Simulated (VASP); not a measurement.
The system is W.

```
W
1.0
    -1.57172    1.57172    1.57172
     1.57172   -1.57172    1.57172
     1.57172    1.57172   -1.57172
W
1
Cartesian
  0.0000 0.0000 0.0000
```

Base run:

* Program: VASP 6.6.1
* Functional: RPBE
* Potentials or basis: VASP PAW PBE potentials, release 64 (W_sv)
* Cutoff: 520 eV
* k mesh: 12 × 12 × 12
* Occupations: fermi-dirac, width 0.05 eV
* Spin: no spin polarisation

Its results: band gap on the k mesh zero (band 7 reaches 17.14 eV, above the bottom of band 8 at 10.57 eV); pressure 17.3 GPa.

The run is repeated on the same cell with these changes: functional from RPBE to SVWN5. What comes out?

Band gap on the k mesh zero (band 7 reaches 16.68 eV, above the bottom of band 8 at 10.10 eV); pressure -2.2 GPa.

SVWN5 binds more tightly than RPBE, so the same cell stands under less pressure.

Caveats: the PAW data sets were made with another functional, which shifts forces and pressure a little; spin-orbit coupling is left out, which moves the levels of the heavy elements.
